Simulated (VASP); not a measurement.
# Si (I4/mmm) in VASP: a series of runs

Si is run at these levels: PBE; tasks: single point.

Program: VASP 6.6.1. These are calculated values, not measurements. Logs are shortened: lines on timing, memory, paths and dates and some standing lists are left out, and cuts for length are marked.

**1. The cell of the first run**

Symmetry: I4/mmm, No. 139, tetragonal system. The conventional cell has a = 6.469 Å, b = 6.469 Å, c = 3.739 Å, α = 90.00°, β = 90.00°, γ = 90.00°. Si (site symmetry m2m) has 4 Si at 2.28 to 2.31 Å within 3.0 Å.

**2. Single point, PBE**

INCAR reads:

```
PREC = Accurate ; ENCUT = 520
EDIFF = 1E-6 ; ISMEAR = -1
SIGMA = 0.1 ; LREAL = False
LASPH = True ; NELM = 60
ALGO = Normal ; ISIF = 2
LWAVE = False ; LCHARG = False
GGA = PE ; NBANDS = 16
```

KPOINTS reads:

```
Automatic mesh
0
Gamma
  7 7 7
```

POSCAR reads:

```
Si
1.0
   -3.2342896766      3.2342896766      1.8696911433
    3.2342896766     -3.2342896766      1.8696911433
    3.2342896766      3.2342896766     -1.8696911433
Si
4
Direct
    0.1788010000      0.1788010000      0.3576020000
    0.8211990000      0.8211990000      0.6423980000
    0.1788010000      0.8211990000      0.0000000000
    0.8211990000      0.1788010000      0.0000000000
```

Potentials or basis: VASP PAW PBE potentials, release 64 (Si).

Run with:

```bash
cat potpaw_PBE.64/Si/POTCAR > POTCAR
mpirun -np 1 vasp_std > vasp.out
```

OUTCAR:

```text
PREC = Accurate
   ENCUT = 520
   EDIFF = 1E-6
   ISMEAR = -1
   LREAL = False
   LASPH = True
   NELM = 60
   ISIF = 2
   GGA = PE

 ion  position               nearest neighbor table
   1  0.179  0.179  0.358-   2 2.28   2 2.28   3 2.31   4 2.31
   2  0.821  0.821  0.642-   1 2.28   1 2.28   4 2.31   3 2.31
   3  0.179  0.821  0.000-   4 2.28   4 2.28   2 2.31   1 2.31
   4  0.821  0.179  0.000-   3 2.28   3 2.28   2 2.31   1 2.31

  LATTYP: Found a body centered tetragonal cell.
 ALAT       =     6.4685793532
 C/A-ratio  =     0.5780840092

  Lattice vectors:

 A1 = (  -3.2342896766,   3.2342896766,   1.8696911433)
 A2 = (   3.2342896766,  -3.2342896766,   1.8696911433)
 A3 = (   3.2342896766,   3.2342896766,  -1.8696911433)

Analysis of symmetry for initial positions (statically):
=====================================================================
 Subroutine PRICEL returns:
 Original cell was already a primitive cell.

 Routine SETGRP: Setting up the symmetry group for a
 body centered tetragonal supercell.

 Subroutine GETGRP returns: Found 16 space group operations
 (whereof 16 operations were pure point group operations)
 out of a pool of 16 trial point group operations.

The static configuration has the point symmetry D_4h.

Analysis of symmetry for dynamics (positions and initial velocities):
=====================================================================
 Subroutine PRICEL returns:
 Original cell was already a primitive cell.

 Routine SETGRP: Setting up the symmetry group for a
 body centered tetragonal supercell.

 Subroutine GETGRP returns: Found 16 space group operations
 (whereof 16 operations were pure point group operations)
 out of a pool of 16 trial point group operations.

The dynamic configuration has the point symmetry D_4h.

 Subroutine INISYM returns: Found 16 space group operations
 (whereof 16 operations are pure point group operations),
 and found     1 'primitive' translations

----------------------------------------------------------------------------------------

                                     Primitive cell

  volume of cell :      78.2326

  direct lattice vectors                    reciprocal lattice vectors
    -3.234289677  3.234289677  1.869691143     0.000000000  0.154593450  0.267423848
     3.234289677 -3.234289677  1.869691143     0.154593450  0.000000000  0.267423848
[... 91 lines left out ...]
   EDIFFG = 0.1E-04   stopping-criterion for IOM
   NSW    =      0    number of steps for IOM
   IBRION =     -1    ionic relax: 0-MD 1-quasi-New 2-CG
   NFREE  =      0    steps in history (QN), initial steepest desc. (CG)
   ISIF   =      2    stress and relaxation
   ISYM   =      2    0-nonsym 1-usesym 2-fastsym
   POTIM  = 0.5000    time-step for ionic-motion
   TEBEG  =    0.0;   TEEND  =   0.0 temperature during run
   PSTRESS=    0.0 pullay stress
   NELECT =      16.0000    total number of electrons
   NUPDOWN=      -1.0000    fix difference up-down
   EMIN   =  10.00;   EMAX   =-10.00  energy-range for DOS
   EFERMI =   0.00;   METHOD = LEGACY
   ISMEAR =    -1;   SIGMA  =   0.10  broadening in eV -4-tet -1-fermi 0-gaus
   EFERMI_NEDOS =   21; number of points for ismear=-14 and -15
   IALGO  =     38    algorithm
   IMIX   =      4    mixing-type and parameters
     AMIX     =   0.40;   BMIX     =  1.00
     AMIX_MAG =   1.60;   BMIX_MAG =  1.00
  volume/ion in A,a.u.               =      19.56       131.98
  Fermi-wavevector in a.u.,A,eV,Ry     =   0.964537  1.822711 12.657932  0.930332
  Thomas-Fermi vector in A             =   2.094177
   LORBIT       =      0    0 simple, 1 ext, 2 COOP (PROOUT), +10 PAW based schemes
   GGA     = PE    functional components
   LHFCALC =     F    Hartree Fock is set to
   AEXX    =    0.0000 exact exchange contribution
   IVDW    =     0    specifies the selected vdW correction
   LEPSILON=     F    determine dielectric tensor
   LRPA    =     F    only Hartree local field effects (RPA)
 non-spin polarized calculation
  energy-cutoff  :      520.00
  volume of cell :       78.23
 maximum number of plane-waves:      2125
 NGX is ok and might be reduce to    40
   NGX = 19   NGY = 19   NGZ = 19

 number of electron      16.0000000 magnetization

 Free energy of the ion-electron system (eV)
  ---------------------------------------------------
  ext. energy  EPLUGINS =         0.00000000
  ---------------------------------------------------
  free energy    TOTEN  =       -21.06088345 eV

  energy without entropy =      -21.05624538  energy(sigma->0) =      -21.05856441

 E-fermi :   6.2943     XC(G=0):  -9.4089

 val. band max:        6.1391656076   @ k =  -0.4286   0.4286   0.4286
 cond. band min:       6.3016171102   @ k =  -0.1429  -0.1429   0.1429
 fundamental gap:      0.1624515026
 Fermi energy:         6.2943122790

 k-point     1 :       0.0000    0.0000    0.0000
  band No.  band energies     occupation
      1      -6.3458      2.00000
      2      -1.7411      2.00000
      3       0.5029      2.00000
      4       0.5029      2.00000
      5       2.1982      2.00000
      6       4.7132      2.00000
[... 433 lines left out ...]
      3      -0.6190      2.00000
      4       2.4187      2.00000
      5       2.7602      2.00000
      6       3.7746      2.00000
[... 8 lines left out ...]
     15      11.8917      0.00000
     16      13.7698      0.00000

 [... further k-points ...]

------------------------ aborting loop because EDIFF is reached ----------------------------------------

  FORCE on cell =-STRESS in cart. coord.  units (eV):
  Direction    XX          YY          ZZ          XY          YZ          ZX
  --------------------------------------------------------------------------------------
  -------------------------------------------------------------------------------------
  Total        4.7721406      4.7721406      5.0396592      0.0000000      0.0000000      0.0000000
  in kB       97.7318511     97.7318511    103.2105425      0.0000000      0.0000000      0.0000000
  external PRESSURE =      99.5580816 kB  Pullay stress =       0.0000000 kB

 VOLUME and BASIS-vectors are now :
 -----------------------------------------------------------------------------
  energy-cutoff  :      520.00
  volume of cell :       78.23
      direct lattice vectors                 reciprocal lattice vectors
    -3.234289677  3.234289677  1.869691143     0.000000000  0.154593450  0.267423848
     3.234289677 -3.234289677  1.869691143     0.154593450  0.000000000  0.267423848
     3.234289677  3.234289677 -1.869691143     0.154593450  0.154593450  0.000000000

 POSITION                                       TOTAL-FORCE (eV/Angst)
 -----------------------------------------------------------------------------------
      1.15659      1.15659      0.00000         0.082873      0.082873      0.000000
      2.07770      2.07770      1.86969        -0.082873     -0.082873     -0.000000
      2.07770     -2.07770      1.86969        -0.082873      0.082873     -0.000000
     -2.07770      2.07770      1.86969         0.082873     -0.082873     -0.000000
 -----------------------------------------------------------------------------------
    total drift:                                0.000000     -0.000000      0.000000

  FREE ENERGIE OF THE ION-ELECTRON SYSTEM (eV)
  ---------------------------------------------------
  free  energy   TOTEN  =       -21.0608834476 eV

  energy  without entropy=      -21.0562453782  energy(sigma->0) =      -21.05856441
```

stdout:

```text
POSCAR found type information on POSCAR Si
 POSCAR found :  1 types and       4 ions
 scaLAPACK will be used
 LDA part: xc-table for (Slater+PW92), standard interpolation
 POSCAR, INCAR and KPOINTS ok, starting setup
 FFT: planning ... GRIDC
 FFT: planning ... GRID_SOFT
 FFT: planning ... GRID
 WAVECAR not read
 entering main loop
```

Wall time 63 s (1 thread of Intel Xeon 8259CL, shared host); peak memory 0.23 GiB.

What came out:

```
Free energy            : -21.0609 eV
Pressure               : 10.0 GPa
Largest force          : 0.117 eV/Å
Band gap on the k mesh : 0.16 eV (least direct gap 0.53 eV)
```

Forces on the atoms (eV/Å):
```
Si   0.083  0.083  0.000
Si  -0.083 -0.083  0.000
Si  -0.083  0.083  0.000
Si   0.083 -0.083  0.000
```

Levels at points of the mesh, in eV from the valence-band top:
```csv
k point,band 4,band 5,band 6,band 7,band 8,band 9,band 10,band 11,band 12,band 13
"(0.00, 0.00, 0.00)",-5.64,-3.94,-1.43,-1.43,-0.47,1.48,1.94,1.94,2.47,2.47
```

Caveat: the cell stands under pressure; an odd mesh through Γ misses points on the zone boundary, where band edges can lie.

**3. Single point, PBE**

This run uses another cell than the first one, of 20.13 Å³/atom.

INCAR reads:

```
SYSTEM = Si
PREC = Accurate
ENCUT = 520
EDIFF = 1E-6
ISMEAR = -1
SIGMA = 0.1
LREAL = .FALSE.
LASPH = .TRUE.
NELM = 80
ALGO = Normal
ISIF = 2
LWAVE = .FALSE.
LCHARG = .FALSE.
GGA = PE
NBANDS = 16
```

KPOINTS reads:

```
regular mesh
0
G
  7 7 7
  0 0 0
```

POSCAR reads:

```
Si
1.0
   -3.2652416977      3.2652416977      1.8875840117
    3.2652416977     -3.2652416977      1.8875840117
    3.2652416977      3.2652416977     -1.8875840117
Si
4
Direct
    0.1788010000      0.1788010000      0.3576020000
    0.8211990000      0.8211990000      0.6423980000
    0.1788010000      0.8211990000      0.0000000000
    0.8211990000      0.1788010000      0.0000000000
```

Potentials or basis: VASP PAW PBE potentials, release 64 (Si).

Run with:

```bash
cat potpaw_PBE.64/Si/POTCAR > POTCAR
mpirun -np 1 vasp_std > vasp.out
```

Wall time 69 s (1 thread of Intel Xeon 8259CL, shared host); peak memory 0.23 GiB.

It converged, with:

| Quantity | Value |
| --- | --- |
| Free energy | -21.1781 eV |
| Pressure | 6.7 GPa |
| Largest force | 0.072 eV/Å |
| Band gap on the k mesh | 0.26 eV (least direct gap 0.57 eV) |

Forces on the atoms (eV/Å):
```
Si   0.051  0.051  0.000
Si  -0.051 -0.051  0.000
Si  -0.051  0.051  0.000
Si   0.051 -0.051  0.000
```

Stress tensor (GPa, compression positive):
```
6.55 0.00 0.00
0.00 6.55 0.00
0.00 0.00 6.89
```

Levels at points of the mesh, in eV from the valence-band top:
```tsv
k point	band 4	band 5	band 6	band 7	band 8	band 9	band 10	band 11	band 12	band 13
(0.00, 0.00, 0.00)	-5.55	-3.82	-1.39	-1.39	-0.44	1.52	1.89	1.89	2.47	2.47
```

Caveat: the cell stands under pressure; an odd mesh through Γ misses points on the zone boundary, where band edges can lie.
